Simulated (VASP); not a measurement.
# SnPt2Se3 (P6mm) in VASP: further runs

SnPt2Se3 is run at these levels: PBE; tasks: relaxation of cell and atoms, single point.

All numbers are computed with VASP 6.6.1; they aren't measurements. Logs are shortened: lines on timing, memory, paths and dates and some standing lists are left out, and cuts for length are marked.

## 1. The cell of the first run

It takes space group P6mm (No. 183, hexagonal). Conventional cell: a = 4.379 Å, b = 4.379 Å, c = 9.571 Å, α = 90.00°, β = 90.00°, γ = 120.00°. Sn (site symmetry 6mm) has 6 Se at 3.01 Å within 4.0 Å. Within 3.3 Å of Pt (site symmetry 3m) lie 3 Pt at 2.53 Å and 3 Se at 2.64 Å. Se (site symmetry 3m) has 3 Se at 2.53 Å and 3 Sn at 3.01 Å within 3.3 Å. Within 3.5 Å of Se (site symmetry 6mm) lie 6 Pt at 2.64 Å.

The cell was built from a structure type or drawn by symmetry, and may not be a known phase.

## 2. Relaxation of cell and atoms, PBE

INCAR reads:

```
SYSTEM = SnPt2Se3
PREC     = Accurate       ! precision mode
ENCUT    = 600            ! plane-wave cutoff, eV
EDIFF    = 1E-6           ! SCF threshold, eV
ISMEAR   = 0              ! smearing method
SIGMA    = 0.1            ! smearing width, eV
LREAL    = .False.        ! projectors in reciprocal space
LASPH    = .True.         ! aspherical terms in the spheres
NELM     = 80             ! most SCF steps
ALGO     = Normal         ! electronic algorithm
ISIF     = 3              ! what is computed and relaxed
LWAVE    = .False.        ! write WAVECAR
LCHARG   = .False.        ! write CHGCAR
GGA      = PE             ! functional
IBRION   = 2              ! ionic algorithm
NSW      = 90             ! ionic steps
EDIFFG   = -0.04          ! ionic threshold
```

KPOINTS reads:

```
regular mesh
0
Gamma
  6 6 2
  0 0 0
```

POSCAR reads:

```
SnPt2Se3
1.0
    4.3791418000      0.0000000000      0.0000000000
   -2.1895709000      3.7924480500      0.0000000000
    0.0000000000      0.0000000000      9.5705629600
Sn Pt Se
1 2 3
Direct
    0.0000000000      0.0000000000      0.9691632700
    0.3333333300      0.6666666700      0.3962716100
    0.6666666700      0.3333333300      0.3962716100
    0.3333333300      0.6666666700      0.7982676300
    0.6666666700      0.3333333300      0.7982676300
    0.0000000000      0.0000000000      0.4748513300
```

Potentials or basis: VASP PAW PBE potentials, release 64 (Sn_d, Pt, Se).

The run is started by

```sh
$ cat potpaw_PBE.64/Sn_d/POTCAR potpaw_PBE.64/Pt/POTCAR potpaw_PBE.64/Se/POTCAR > POTCAR
$ mpirun -np 1 vasp_std > vasp.out
```

OUTCAR:

```text
SYSTEM = SnPt2Se3
   PREC = Accurate
   ENCUT = 600
   EDIFF = 1E-6
   ISMEAR = 0
   LREAL = .False.
   LASPH = .True.
   NELM = 80
   ISIF = 3
   GGA = PE
   IBRION = 2
   NSW = 90
   EDIFFG = -0.04

 ion  position               nearest neighbor table
   1  0.000  0.000  0.969-   4 3.01   5 3.01   5 3.01   4 3.01   5 3.01   4 3.01
   2  0.333  0.667  0.396-   3 2.53   3 2.53   3 2.53   6 2.64   6 2.64   6 2.64
   3  0.667  0.333  0.396-   2 2.53   2 2.53   2 2.53   6 2.64   6 2.64   6 2.64
   4  0.333  0.667  0.798-   5 2.53   5 2.53   5 2.53   1 3.01   1 3.01   1 3.01
   5  0.667  0.333  0.798-   4 2.53   4 2.53   4 2.53   1 3.01   1 3.01   1 3.01
   6  0.000  0.000  0.475-   2 2.64   3 2.64   3 2.64   2 2.64   3 2.64   2 2.64

  LATTYP: Found a hexagonal cell.
 ALAT       =     4.3791418000
 C/A-ratio  =     2.1854882525

  Lattice vectors:

 A1 = (   4.3791418000,   0.0000000000,   0.0000000000)
 A2 = (  -2.1895709000,   3.7924480500,   0.0000000000)
 A3 = (   0.0000000000,   0.0000000000,   9.5705629600)

Analysis of symmetry for initial positions (statically):
=====================================================================
 Subroutine PRICEL returns:
 Original cell was already a primitive cell.

 Routine SETGRP: Setting up the symmetry group for a
 hexagonal supercell.

 Subroutine GETGRP returns: Found 12 space group operations
 (whereof 12 operations were pure point group operations)
 out of a pool of 24 trial point group operations.

The static configuration has the point symmetry C_6v.

Analysis of symmetry for dynamics (positions and initial velocities):
=====================================================================
 Subroutine PRICEL returns:
 Original cell was already a primitive cell.

 Routine SETGRP: Setting up the symmetry group for a
 hexagonal supercell.

 Subroutine GETGRP returns: Found 12 space group operations
 (whereof 12 operations were pure point group operations)
 out of a pool of 24 trial point group operations.

The dynamic configuration has the point symmetry C_6v.

 Subroutine INISYM returns: Found 12 space group operations
 (whereof 12 operations are pure point group operations),
 and found     1 'primitive' translations

----------------------------------------------------------------------------------------

                                     Primitive cell

  volume of cell :     158.9447

  direct lattice vectors                    reciprocal lattice vectors
     4.379141800  0.000000000  0.000000000     0.228355245  0.131840962  0.000000000
    -2.189570900  3.792448050  0.000000000     0.000000000  0.263681924  0.000000000
     0.000000000  0.000000000  9.570562960     0.000000000  0.000000000  0.104487061

  length of vectors
     4.379141800  4.379141804  9.570562960     0.263681925  0.263681924  0.104487061

  position of ions in fractional coordinates (direct lattice)
     0.000000000  0.000000000  0.969163270
     0.333333330  0.666666670  0.396271610
     0.666666670  0.333333330  0.396271610
     0.333333330  0.666666670  0.798267630
     0.666666670  0.333333330  0.798267630
     0.000000000  0.000000000  0.474851330

  ion indices of the primitive-cell ions
   primitive index   ion index
                 1           1
                 2           2
                 3           3
                 4           4
                 5           5
                 6           6

----------------------------------------------------------------------------------------

 KPOINTS: regular mesh

Automatic generation of k-mesh.
 Grid dimensions read from file:
 generate k-points for:    6    6    2

 Generating k-lattice:

  Cartesian coordinates                     Fractional coordinates (reciprocal lattice)
     0.038059208  0.021973494  0.000000000     0.166666667 -0.000000000  0.000000000
     0.000000000  0.043946987  0.000000000     0.000000000  0.166666667  0.000000000
     0.000000000  0.000000000  0.052243531     0.000000000  0.000000000  0.500000000

  Length of vectors
     0.043946987  0.043946987  0.052243531

  Shift w.r.t. Gamma in fractional coordinates (k-lattice)
     0.000000000  0.000000000  0.000000000

 Subroutine IBZKPT returns following result:
 ===========================================

 Found     14 irreducible k-points:

 Following reciprocal coordinates:
            Coordinates               Weight
  0.000000  0.000000  0.000000      1.000000
  0.166667  0.000000  0.000000      6.000000
  0.333333  0.000000  0.000000      6.000000
  0.500000  0.000000  0.000000      3.000000
  0.166667  0.166667  0.000000      6.000000
  0.333333  0.166667  0.000000     12.000000
  0.333333  0.333333  0.000000      2.000000
  0.000000  0.000000  0.500000      1.000000
  0.166667  0.000000  0.500000      6.000000
  0.333333  0.000000  0.500000      6.000000
  0.500000  0.000000  0.500000      3.000000
  0.166667  0.166667  0.500000      6.000000
  0.333333  0.166667  0.500000     12.000000
  0.333333  0.333333  0.500000      2.000000
   k-points           NKPTS =     14   k-points in BZ     NKDIM =     14   number of bands    NBANDS=     31
   number of dos      NEDOS =    301   number of ions     NIONS =      6
   total plane-waves  NPLWV = 103680
   dimension x,y,z NGX =    36 NGY =   36 NGZ =   80
   dimension x,y,z NGXF=    72 NGYF=   72 NGZF=  160
   ions per type =               1   2   3
   NGX,Y,Z   is equivalent  to a cutoff of  13.67, 13.67, 13.90 a.u.
   NGXF,Y,Z  is equivalent  to a cutoff of  27.33, 27.33, 27.79 a.u.
 SYSTEM =  SnPt2Se3
   PREC   = accura    normal or accurate (medium, high low for compatibility)
   ISTART =      0    job   : 0-new  1-cont  2-samecut
   ICHARG =      2    charge: 1-file 2-atom 10-const
   ISPIN  =      1    spin polarized calculation?
   LNONCOLLINEAR =      F non collinear calculations
   LSORBIT =      F    spin-orbit coupling
   LASPH  =      T    aspherical Exc in radial PAW
   ENCUT  =  600.0 eV  44.10 Ry    6.64 a.u.   8.75  8.75 19.11*2*pi/ulx,y,z
   NELM   =     80;   NELMIN=  2; NELMDL= -5     # of ELM steps
   EDIFF  = 0.1E-05   stopping-criterion for ELM
   LREAL  =      F    real-space projection
   EDIFFG = -.4E-01   stopping-criterion for IOM
   NSW    =     90    number of steps for IOM
   IBRION =      2    ionic relax: 0-MD 1-quasi-New 2-CG
   NFREE  =      1    steps in history (QN), initial steepest desc. (CG)
   ISIF   =      3    stress and relaxation
   ISYM   =      2    0-nonsym 1-usesym 2-fastsym
   POTIM  = 0.5000    time-step for ionic-motion
   TEBEG  =    0.0;   TEEND  =   0.0 temperature during run
   PSTRESS=    0.0 pullay stress
   NELECT =      52.0000    total number of electrons
   NUPDOWN=      -1.0000    fix difference up-down
   EMIN   =  10.00;   EMAX   =-10.00  energy-range for DOS
   EFERMI =   0.00;   METHOD = LEGACY
   ISMEAR =     0;   SIGMA  =   0.10  broadening in eV -4-tet -1-fermi 0-gaus
   EFERMI_NEDOS =   21; number of points for ismear=-14 and -15
   IALGO  =     38    algorithm
   IMIX   =      4    mixing-type and parameters
     AMIX     =   0.40;   BMIX     =  1.00
     AMIX_MAG =   1.60;   BMIX_MAG =  1.00
  volume/ion in A,a.u.               =      26.49       178.77
  Fermi-wavevector in a.u.,A,eV,Ry     =   1.128047  2.131700 17.313281  1.272490
  Thomas-Fermi vector in A             =   2.264736
   LORBIT       =      0    0 simple, 1 ext, 2 COOP (PROOUT), +10 PAW based schemes
   GGA     = PE    functional components
   LHFCALC =     F    Hartree Fock is set to
   AEXX    =    0.0000 exact exchange contribution
   IVDW    =     0    specifies the selected vdW correction
   LEPSILON=     F    determine dielectric tensor
   LRPA    =     F    only Hartree local field effects (RPA)
 conjugate gradient relaxation of ions
 non-spin polarized calculation
 Gauss-broadening in eV      SIGMA  =   0.10
  energy-cutoff  :      600.00
  volume of cell :      158.94
 maximum number of plane-waves:      5342
 NGX is ok and might be reduce to    36
   NGX = 17   NGY = 17   NGZ = 39

--------------------------------------- Ionic step        1  -------------------------------------------

 number of electron      51.9999996 magnetization

 Free energy of the ion-electron system (eV)
  ---------------------------------------------------
  ext. energy  EPLUGINS =         0.00000000
  ---------------------------------------------------
  free energy    TOTEN  =       -23.77108153 eV

  energy without entropy =      -23.72441152  energy(sigma->0) =      -23.74774652

------------------------ aborting loop because EDIFF is reached ----------------------------------------

  FORCE on cell =-STRESS in cart. coord.  units (eV):
  Direction    XX          YY          ZZ          XY          YZ          ZX
  --------------------------------------------------------------------------------------
  -------------------------------------------------------------------------------------
  Total        9.7497817      9.7497818     -0.1342309      0.0000000      0.0000000     -0.0000000
  in kB       98.2786864     98.2786866     -1.3530598      0.0000000      0.0000000     -0.0000000
  external PRESSURE =      65.0681044 kB  Pullay stress =       0.0000000 kB
[... 101 lines left out ...]
  FREE ENERGIE OF THE ION-ELECTRON SYSTEM (eV)
  ---------------------------------------------------
  free  energy   TOTEN  =       -24.0935562466 eV

  energy  without entropy=      -24.0463815145  energy(sigma->0) =      -24.06996888

 E-fermi :   4.3319     XC(G=0):  -9.5971

 val. band max:        4.3264456490   @ k =   0.3333   0.0000   0.5000
 cond. band min:       4.3512193860   @ k =   0.3333   0.0000   0.0000
 fundamental gap:      0.0247737370
 Fermi energy:         4.3318692271

 k-point     1 :       0.0000    0.0000    0.0000
  band No.  band energies     occupation
      1     -17.3035      2.00000
      2     -17.3035      2.00000
      3     -17.2978      2.00000
      4     -17.2978      2.00000
      5     -17.2907      2.00000
      6     -10.7783      2.00000
[... 465 lines left out ...]
     30       6.7205      0.00000
     31       7.7844      0.00000

[... ionic steps 4 to 46 ...]

--------------------------------------- Ionic step       47  -------------------------------------------

 number of electron      52.0000002 magnetization

------------------------ aborting loop because EDIFF is reached ----------------------------------------

  FORCE on cell =-STRESS in cart. coord.  units (eV):
  Direction    XX          YY          ZZ          XY          YZ          ZX
  --------------------------------------------------------------------------------------
  -------------------------------------------------------------------------------------
  Total        0.0172650      0.0172650     -0.1187846      0.0000000      0.0000000      0.0000000
  in kB        0.2346458      0.2346458     -1.6143818      0.0000000      0.0000000      0.0000000
  external PRESSURE =      -0.3816967 kB  Pullay stress =       0.0000000 kB
[... 65 lines left out ...]
  energy  without entropy=      -26.3309209692  energy(sigma->0) =      -26.33700142

--------------------------------------- Ionic step       49  -------------------------------------------

 number of electron      52.0000002 magnetization

 Free energy of the ion-electron system (eV)
  ---------------------------------------------------
  ext. energy  EPLUGINS =         0.00000000
  ---------------------------------------------------
  free energy    TOTEN  =       -26.34351880 eV

  energy without entropy =      -26.33131501  energy(sigma->0) =      -26.33741691

 E-fermi :   7.4939     XC(G=0): -11.2557

 val. band max:        7.4549533404   @ k =   0.1667   0.1667   0.5000
 cond. band min:       7.5106661907   @ k =   0.1667   0.0000   0.5000
 fundamental gap:      0.0557128503
 Fermi energy:         7.4938789613

 k-point     1 :       0.0000    0.0000    0.0000
  band No.  band energies     occupation
      1     -14.5824      2.00000
      2     -14.4739      2.00000
      3     -14.4739      2.00000
      4     -14.4353      2.00000
      5     -14.4353      2.00000
      6      -7.8761      2.00000
[... 498 lines left out ...]
  FREE ENERGIE OF THE ION-ELECTRON SYSTEM (eV)
  ---------------------------------------------------
  free  energy   TOTEN  =       -26.3435188020 eV

  energy  without entropy=      -26.3313150137  energy(sigma->0) =      -26.33741691

 reached required accuracy - stopping structural energy minimisation
```

Wall time 46 min (1 thread of Intel Xeon Platinum 8259CL at 2.50GHz (Skylake/Cascade Lake), shared host); peak memory 0.41 GiB.

What came out:

| Item | Value |
| --- | --- |
| Free energy | -26.3435 eV |
| Relaxed volume | 19.63 Å³/atom |
| Relaxed cell | a = 5.034 Å, b = 5.034 Å, c = 5.368 Å, α = 90.00°, β = 90.00°, γ = 120.00° |
| Space group after relaxing (to 0.1 Å) | P6/mmm (No. 191) |
| Energy gained by relaxing | 428.7 meV/atom |
| Ionic steps | 49 |
| Pressure after relaxing | 0.0 GPa |
| Largest force after relaxing | 0.038 eV/Å |
| Band gap on the k mesh | zero (bands 26 and 27 overlap by 2.30 eV) |

Forces on the atoms (eV/Å):
```
Sn   0.000  0.000 -0.007
Pt   0.000  0.000  0.008
Pt   0.000  0.000  0.008
Se   0.000  0.000  0.014
Se   0.000  0.000  0.014
Se   0.000  0.000 -0.038
```

The path:
| step | energy change (eV) | largest force (eV/Å) | pressure (GPa) | volume (Å³) |
| --- | --- | --- | --- | --- |
| 1 | 0.0000 | 0.6123 | 6.51 | 158.94 |
| 3 | -0.3225 | 0.3598 | -0.66 | 170.28 |
| 5 | -0.3491 | 0.1828 | -0.41 | 168.57 |
| 7 | -0.3857 | 0.2803 | -0.31 | 164.22 |
| 9 | -0.4685 | 0.2577 | -2.10 | 156.42 |
| 11 | -1.0886 | 4.2667 | 5.27 | 118.96 |
| 13 | -1.1153 | 0.3876 | -2.47 | 131.15 |
| 15 | -1.4599 | 1.3189 | 1.51 | 122.09 |
| 17 | -1.5404 | 0.6130 | -0.83 | 124.51 |
| 19 | -1.6140 | 0.6171 | 0.18 | 121.80 |
| 21 | -1.6621 | 0.7040 | 1.19 | 119.61 |
| 23 | -1.9768 | 2.2042 | 7.52 | 110.38 |
| 25 | -1.9901 | 2.0951 | 6.13 | 111.45 |
| 27 | -2.0611 | 2.0746 | 6.35 | 111.41 |
| 29 | -2.0821 | 2.0692 | 6.68 | 111.37 |
| 31 | -2.2595 | 1.6185 | 2.83 | 114.89 |
| 33 | -2.3827 | 0.8591 | -1.64 | 120.00 |
| 35 | -2.4613 | 1.0496 | 1.12 | 117.14 |
| 37 | -2.4921 | 0.6809 | 0.18 | 117.88 |
| 39 | -2.5112 | 0.3798 | 0.03 | 118.25 |
| 41 | -2.5525 | 0.2417 | 0.13 | 117.85 |
| 43 | -2.5604 | 0.1746 | -0.09 | 118.05 |
| 45 | -2.5698 | 0.0871 | 0.57 | 117.21 |
| 47 | -2.5719 | 0.0440 | -0.04 | 117.89 |
| 49 | -2.5724 | 0.0376 | 0.03 | 117.81 |

Final structure:
```
CELL_PARAMETERS angstrom
5.03383 0.00000 0.00000
-2.51692 4.35942 0.00000
0.00000 0.00000 5.36847
ATOMIC_POSITIONS crystal
Sn 0.00000 0.00000 0.89121
Pt 0.33333 0.66667 0.38817
Pt 0.66667 0.33333 0.38817
Se 0.33333 0.66667 0.88764
Se 0.66667 0.33333 0.88764
Se 0.00000 0.00000 0.39026
```

Caveat: the volume moved by over 15 % at a fixed basis, so the end points are rough; spin-orbit coupling is left out, which moves the levels of the heavy elements.

## 3. Single point, PBE

This run uses another cell than the first one, of 23.67 Å³/atom.

INCAR reads:

```
SYSTEM = SnPt2Se3
ALGO     = Normal         ! electronic algorithm
EDIFF    = 1E-6           ! SCF threshold, eV
ENCUT    = 520            ! plane-wave cutoff, eV
GGA      = PE             ! functional
ISIF     = 2              ! what is computed and relaxed
ISMEAR   = 0              ! smearing method
LASPH    = .TRUE.         ! aspherical terms in the spheres
LCHARG   = .FALSE.        ! write CHGCAR
LREAL    = .FALSE.        ! projectors in reciprocal space
LWAVE    = .FALSE.        ! write WAVECAR
NBANDS   = 35             ! bands
NELM     = 100            ! most SCF steps
PREC     = Accurate       ! precision mode
SIGMA    = 0.1            ! smearing width, eV
```

KPOINTS reads:

```
k-points
0
G
  12 12 6
  0 0 0
```

POSCAR reads:

```
SnPt2Se3
1.0
    4.5147448732      0.0000000000      0.0000000000
   -2.2573724366      3.9098837518      0.0000000000
    0.0000000000      0.0000000000      8.0452996485
Sn Pt Se
1 2 3
Direct
    0.0000000000      0.0000000000      0.0938743433
    0.3333333333      0.6666666667      0.3168836127
    0.6666666667      0.3333333333      0.3168836127
    0.3333333333      0.6666666667      0.8274757651
    0.6666666667      0.3333333333      0.8274757651
    0.0000000000      0.0000000000      0.4504999810
```

Potentials or basis: VASP PAW PBE potentials, release 64 (Sn_d, Pt, Se).

The run is started by

```sh
$ cat potpaw_PBE.64/Sn_d/POTCAR potpaw_PBE.64/Pt/POTCAR potpaw_PBE.64/Se/POTCAR > POTCAR
$ mpirun -np 1 vasp_std > vasp.out
```

It took 7.1 min on 1 thread of Intel Xeon Platinum 8259CL at 2.50GHz (Skylake/Cascade Lake), shared host; peak memory 0.5 GiB.

Results (log left out):

```
Free energy            : -25.0123 eV
Pressure               : -0.1 GPa
Largest force          : 0.009 eV/Å
Band gap on the k mesh : zero (bands 26 and 27 overlap by 0.15 eV)
```

Forces on the atoms (eV/Å):
```
Sn   0.000  0.000  0.009
Pt   0.000  0.000  0.004
Pt   0.000  0.000  0.004
Se   0.000  0.000 -0.004
Se   0.000  0.000 -0.004
Se   0.000  0.000 -0.009
```

Levels at points of the mesh, in eV from the Fermi level:
```csv
k point,band 23,band 24,band 25,band 26,band 27,band 28,band 29,band 30
"(0.00, 0.00, 0.00)",-1.31,-1.20,-0.57,-0.57,0.31,1.19,1.19,2.24
"(0.50, 0.00, 0.00)",-1.26,-1.06,-0.98,-0.72,0.90,1.31,1.65,2.06
"(0.00, 0.00, 0.50)",-1.41,-0.53,-0.50,-0.50,0.48,1.13,1.13,1.80
"(0.50, 0.00, 0.50)",-1.26,-1.06,-0.86,-0.74,0.25,1.33,1.83,2.28
```

Caveat: spin-orbit coupling is left out, which moves the levels of the heavy elements.
